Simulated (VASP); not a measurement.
# Ag (Im-3m) in VASP: notebook, part 2 of 2

VASP 6.6.1.

**4. Single point, LDA**

This run uses another cell than the first one, of 16.11 Å³/atom.

File INCAR:

```
PREC = Accurate
ENCUT = 520
EDIFF = 1E-6
ISMEAR = -1
SIGMA = 0.1
LREAL = False
LASPH = True
NELM = 80
ALGO = Normal
ISIF = 2
LWAVE = False
LCHARG = False
GGA = CA
NBANDS = 12
```

File KPOINTS:

```
regular mesh
0
Gamma
  17 17 17
```

File POSCAR:

```
Ag
1.0
   -1.5910680314      1.5910680314      1.5910680314
    1.5910680314     -1.5910680314      1.5910680314
    1.5910680314      1.5910680314     -1.5910680314
Ag
1
Direct
    0.0000000000      0.0000000000      0.0000000000
```

Potentials or basis: VASP PAW LDA potentials, release 64 (Ag).

Launch:

```sh
$ cat potpaw_LDA.64/Ag/POTCAR > POTCAR
$ mpirun -np 1 vasp_std > vasp.out
```

OUTCAR:

```text
PREC = Accurate
   ENCUT = 520
   EDIFF = 1E-6
   ISMEAR = -1
   LREAL = False
   LASPH = True
   NELM = 80
   ISIF = 2
   GGA = CA

 ion  position               nearest neighbor table
   1  0.000  0.000  0.000-

  LATTYP: Found a body centered cubic cell.
 ALAT       =     3.1821360628

  Lattice vectors:

 A1 = (  -1.5910680314,   1.5910680314,   1.5910680314)
 A2 = (   1.5910680314,  -1.5910680314,   1.5910680314)
 A3 = (   1.5910680314,   1.5910680314,  -1.5910680314)

Analysis of symmetry for initial positions (statically):
=====================================================================
 Subroutine PRICEL returns:
 Original cell was already a primitive cell.

 Routine SETGRP: Setting up the symmetry group for a
 body centered cubic supercell.

 Subroutine GETGRP returns: Found 48 space group operations
 (whereof 48 operations were pure point group operations)
 out of a pool of 48 trial point group operations.

The static configuration has the point symmetry O_h .

Analysis of symmetry for dynamics (positions and initial velocities):
=====================================================================
 Subroutine PRICEL returns:
 Original cell was already a primitive cell.

 Routine SETGRP: Setting up the symmetry group for a
 body centered cubic supercell.

 Subroutine GETGRP returns: Found 48 space group operations
 (whereof 48 operations were pure point group operations)
 out of a pool of 48 trial point group operations.

The dynamic configuration has the point symmetry O_h .

 Subroutine INISYM returns: Found 48 space group operations
 (whereof 48 operations are pure point group operations),
 and found     1 'primitive' translations

----------------------------------------------------------------------------------------

                                     Primitive cell
[... 112 lines left out ...]
  Thomas-Fermi vector in A             =   2.560171
   LORBIT       =      0    0 simple, 1 ext, 2 COOP (PROOUT), +10 PAW based schemes
   GGA     = CA    functional components
   LHFCALC =     F    Hartree Fock is set to
   AEXX    =    0.0000 exact exchange contribution
   IVDW    =     0    specifies the selected vdW correction
   LEPSILON=     F    determine dielectric tensor
   LRPA    =     F    only Hartree local field effects (RPA)
 non-spin polarized calculation
  energy-cutoff  :      520.00
  volume of cell :       16.11
 maximum number of plane-waves:       447
   NGX = 11   NGY = 11   NGZ = 11

 number of electron      11.0000000 magnetization

 Free energy of the ion-electron system (eV)
  ---------------------------------------------------
  ext. energy  EPLUGINS =         0.00000000
  ---------------------------------------------------
  free energy    TOTEN  =        -3.75102700 eV

  energy without entropy =       -3.74277945  energy(sigma->0) =       -3.74690322

 E-fermi :   8.9725     XC(G=0): -12.9204

 val. band max:        8.9710280547   @ k =  -0.3529   0.4706   0.0588
 cond. band min:       9.0231500190   @ k =  -0.2941   0.4706   0.0588
 fundamental gap:      0.0521219642
 Fermi energy:         8.9725220146

 k-point     1 :       0.0000    0.0000    0.0000
  band No.  band energies     occupation
      1       0.7232      2.00000
      2       3.8528      2.00000
      3       3.8528      2.00000
      4       3.8528      2.00000
      5       5.3483      2.00000
      6       5.3483      2.00000
      7      27.1291      0.00000
      8      27.1291      0.00000
      9      27.1291      0.00000
     10      34.1151      0.00000
     11      34.1154      0.00000
     12      34.2249      0.00000
[... 331 lines left out ...]
 k-point    24 :       0.1765    0.1765    0.0000
  band No.  band energies     occupation
      1       2.7609      2.00000
      2       3.5196      2.00000
      3       3.7681      2.00000
      4       5.0169      2.00000
      5       5.4851      2.00000
      6       6.2742      2.00000
      7      21.1466      0.00000
      8      21.4580      0.00000
      9      25.5495      0.00000
     10      28.8182      0.00000
     11      32.3254      0.00000
     12      34.3309      0.00000

 [... further k-points ...]

------------------------ aborting loop because EDIFF is reached ----------------------------------------

  FORCE on cell =-STRESS in cart. coord.  units (eV):
  Direction    XX          YY          ZZ          XY          YZ          ZX
  --------------------------------------------------------------------------------------
  -------------------------------------------------------------------------------------
  Total        0.0129185      0.0129185      0.0129185      0.0000000     -0.0000000     -0.0000000
  in kB        1.2846892      1.2846892      1.2846892      0.0000000     -0.0000000     -0.0000000
  external PRESSURE =       1.2846892 kB  Pullay stress =       0.0000000 kB

 VOLUME and BASIS-vectors are now :
 -----------------------------------------------------------------------------
  energy-cutoff  :      520.00
  volume of cell :       16.11
      direct lattice vectors                 reciprocal lattice vectors
    -1.591068031  1.591068031  1.591068031     0.000000000  0.314254319  0.314254319
     1.591068031 -1.591068031  1.591068031     0.314254319  0.000000000  0.314254319
     1.591068031  1.591068031 -1.591068031     0.314254319  0.314254319  0.000000000

 POSITION                                       TOTAL-FORCE (eV/Angst)
 -----------------------------------------------------------------------------------
      0.00000      0.00000      0.00000         0.000000      0.000000      0.000000
 -----------------------------------------------------------------------------------
    total drift:                                0.000000     -0.000000      0.000000

  FREE ENERGIE OF THE ION-ELECTRON SYSTEM (eV)
  ---------------------------------------------------
  free  energy   TOTEN  =        -3.7510269971 eV

  energy  without entropy=       -3.7427794456  energy(sigma->0) =       -3.74690322
```

OSZICAR:

```text
N       E                     dE             d eps       ncg     rms          rms(c)
DAV:   1     0.523844735003E+02    0.52384E+02   -0.55576E+03  3984   0.835E+02
DAV:   2    -0.322004572193E+01   -0.55605E+02   -0.52729E+02  4672   0.198E+02
DAV:   3    -0.407713376369E+01   -0.85709E+00   -0.85638E+00  4540   0.257E+01
DAV:   4    -0.407966080502E+01   -0.25270E-02   -0.25269E-02  4540   0.147E+00
DAV:   5    -0.407967925407E+01   -0.18449E-04   -0.18449E-04  4544   0.110E-01    0.634E+00
DAV:   6    -0.376926448563E+01    0.31041E+00   -0.12092E+00  4420   0.977E+00    0.390E+00
DAV:   7    -0.375613298786E+01    0.13131E-01   -0.10860E-02  4468   0.954E-01    0.214E+00
DAV:   8    -0.375101497394E+01    0.51180E-02   -0.98580E-04  4560   0.261E-01    0.904E-02
DAV:   9    -0.375102757028E+01   -0.12596E-04   -0.64081E-06  4388   0.194E-02    0.152E-02
DAV:  10    -0.375102699709E+01    0.57319E-06   -0.20060E-06  4508   0.109E-02
   1 F= -.37510270E+01 E0= -.37469032E+01  d E =-.824755E-02
```

It took 34 s on 1 thread of Intel Xeon 8259CL, shared host; peak memory 0.14 GiB.

What came out:

```yaml
Free_energy: -3.7510 eV
Pressure: 0.1 GPa
Band_gap_on_the_k_mesh: zero (an odd number of electrons rules out a gap without spin polarisation)
```

Levels at points of the mesh, in eV from the Fermi level:
```csv
k point,band 4,band 5,band 6,band 7,band 8,band 9
"(0.00, 0.00, 0.00)",-5.12,-3.62,-3.62,18.16,18.16,18.16
```

**5. Single point, LDA (16.11 Å³/atom)**

This run uses another cell than the first one, of 16.11 Å³/atom.

File INCAR:

```
SYSTEM = Ag
PREC     = Accurate       ! precision mode
ENCUT    = 520            ! plane-wave cutoff, eV
EDIFF    = 1E-6           ! SCF threshold, eV
ISMEAR   = -1             ! smearing method
SIGMA    = 0.1            ! smearing width, eV
LREAL    = .False.        ! projectors in reciprocal space
LASPH    = .True.         ! aspherical terms in the spheres
NELM     = 100            ! most SCF steps
ALGO     = Normal         ! electronic algorithm
ISIF     = 2              ! what is computed and relaxed
LWAVE    = .False.        ! write WAVECAR
LCHARG   = .False.        ! write CHGCAR
NBANDS   = 12             ! bands
```

File KPOINTS:

```
Automatic mesh
0
Gamma
  17 17 17
  0 0 0
```

POSCAR is that of step 4.

Potentials or basis: VASP PAW LDA potentials, release 64 (Ag).

Launch:

```sh
$ cat potpaw_LDA.64/Ag/POTCAR > POTCAR
$ mpirun -np 1 vasp_std > vasp.out
```

OUTCAR:

```text
SYSTEM = Ag
   PREC = Accurate
   ENCUT = 520
   EDIFF = 1E-6
   ISMEAR = -1
   LREAL = .False.
   LASPH = .True.
   NELM = 100
   ISIF = 2

 ion  position               nearest neighbor table
   1  0.000  0.000  0.000-

  LATTYP: Found a body centered cubic cell.
 ALAT       =     3.1821360628

  Lattice vectors:

 A1 = (  -1.5910680314,   1.5910680314,   1.5910680314)
 A2 = (   1.5910680314,  -1.5910680314,   1.5910680314)
 A3 = (   1.5910680314,   1.5910680314,  -1.5910680314)

Analysis of symmetry for initial positions (statically):
=====================================================================
 Subroutine PRICEL returns:
 Original cell was already a primitive cell.

 Routine SETGRP: Setting up the symmetry group for a
 body centered cubic supercell.

 Subroutine GETGRP returns: Found 48 space group operations
 (whereof 48 operations were pure point group operations)
 out of a pool of 48 trial point group operations.

The static configuration has the point symmetry O_h .

Analysis of symmetry for dynamics (positions and initial velocities):
=====================================================================
 Subroutine PRICEL returns:
 Original cell was already a primitive cell.

 Routine SETGRP: Setting up the symmetry group for a
 body centered cubic supercell.

 Subroutine GETGRP returns: Found 48 space group operations
 (whereof 48 operations were pure point group operations)
 out of a pool of 48 trial point group operations.

The dynamic configuration has the point symmetry O_h .

 Subroutine INISYM returns: Found 48 space group operations
 (whereof 48 operations are pure point group operations),
 and found     1 'primitive' translations

----------------------------------------------------------------------------------------

                                     Primitive cell

[... 112 lines left out ...]
   LORBIT       =      0    0 simple, 1 ext, 2 COOP (PROOUT), +10 PAW based schemes
   GGA     = CA    functional components
   LHFCALC =     F    Hartree Fock is set to
   AEXX    =    0.0000 exact exchange contribution
   IVDW    =     0    specifies the selected vdW correction
   LEPSILON=     F    determine dielectric tensor
   LRPA    =     F    only Hartree local field effects (RPA)
 non-spin polarized calculation
  energy-cutoff  :      520.00
  volume of cell :       16.11
 maximum number of plane-waves:       447
   NGX = 11   NGY = 11   NGZ = 11

 number of electron      11.0000000 magnetization

 Free energy of the ion-electron system (eV)
  ---------------------------------------------------
  ext. energy  EPLUGINS =         0.00000000
  ---------------------------------------------------
  free energy    TOTEN  =        -3.75102700 eV

  energy without entropy =       -3.74277945  energy(sigma->0) =       -3.74690322

 E-fermi :   8.9725     XC(G=0): -12.9204

 val. band max:        8.9710280547   @ k =  -0.3529   0.4706   0.0588
 cond. band min:       9.0231500190   @ k =  -0.2941   0.4706   0.0588
 fundamental gap:      0.0521219642
 Fermi energy:         8.9725220146

 k-point     1 :       0.0000    0.0000    0.0000
  band No.  band energies     occupation
      1       0.7232      2.00000
      2       3.8528      2.00000
      3       3.8528      2.00000
      4       3.8528      2.00000
      5       5.3483      2.00000
      6       5.3483      2.00000
      7      27.1291      0.00000
      8      27.1291      0.00000
      9      27.1291      0.00000
     10      34.1151      0.00000
     11      34.1154      0.00000
     12      34.2249      0.00000
[... 331 lines left out ...]
 k-point    24 :       0.1765    0.1765    0.0000
  band No.  band energies     occupation
      1       2.7609      2.00000
      2       3.5196      2.00000
      3       3.7681      2.00000
      4       5.0169      2.00000
      5       5.4851      2.00000
      6       6.2742      2.00000
      7      21.1466      0.00000
      8      21.4580      0.00000
      9      25.5495      0.00000
     10      28.8182      0.00000
     11      32.3254      0.00000
     12      34.3309      0.00000

 [... further k-points ...]

------------------------ aborting loop because EDIFF is reached ----------------------------------------

  FORCE on cell =-STRESS in cart. coord.  units (eV):
  Direction    XX          YY          ZZ          XY          YZ          ZX
  --------------------------------------------------------------------------------------
  -------------------------------------------------------------------------------------
  Total        0.0129185      0.0129185      0.0129185      0.0000000     -0.0000000     -0.0000000
  in kB        1.2846892      1.2846892      1.2846892      0.0000000     -0.0000000     -0.0000000
  external PRESSURE =       1.2846892 kB  Pullay stress =       0.0000000 kB

 VOLUME and BASIS-vectors are now :
 -----------------------------------------------------------------------------
  energy-cutoff  :      520.00
  volume of cell :       16.11
      direct lattice vectors                 reciprocal lattice vectors
    -1.591068031  1.591068031  1.591068031     0.000000000  0.314254319  0.314254319
     1.591068031 -1.591068031  1.591068031     0.314254319  0.000000000  0.314254319
     1.591068031  1.591068031 -1.591068031     0.314254319  0.314254319  0.000000000

 POSITION                                       TOTAL-FORCE (eV/Angst)
 -----------------------------------------------------------------------------------
      0.00000      0.00000      0.00000         0.000000      0.000000      0.000000
 -----------------------------------------------------------------------------------
    total drift:                                0.000000     -0.000000      0.000000

  FREE ENERGIE OF THE ION-ELECTRON SYSTEM (eV)
  ---------------------------------------------------
  free  energy   TOTEN  =        -3.7510269971 eV

  energy  without entropy=       -3.7427794456  energy(sigma->0) =       -3.74690322
```

stdout:

```text
POSCAR found type information on POSCAR Ag
 POSCAR found :  1 types and       1 ions
 scaLAPACK will be used
 LDA part: xc-table for (Slater(with rela. corr.)+CA(PZ))
 , standard interpolation
 POSCAR, INCAR and KPOINTS ok, starting setup
 FFT: planning ... GRIDC
 FFT: planning ... GRID_SOFT
 FFT: planning ... GRID
 WAVECAR not read
 entering main loop
```

Run time: 36 s. Hardware: 1 thread of Intel Xeon 8259CL, shared host; peak memory 0.14 GiB.

Results:

| Item | Value |
| --- | --- |
| Free energy | -3.7510 eV |
| Pressure | 0.1 GPa |
| Band gap on the k mesh | zero (an odd number of electrons rules out a gap without spin polarisation) |

Levels at points of the mesh, in eV from the Fermi level:
| k point | band 3 | band 4 | band 5 | band 6 | band 7 | band 8 | band 9 | band 10 |
| --- | --- | --- | --- | --- | --- | --- | --- | --- |
| (0.00, 0.00, 0.00) | -5.12 | -5.12 | -3.62 | -3.62 | 18.16 | 18.16 | 18.16 | 25.14 |
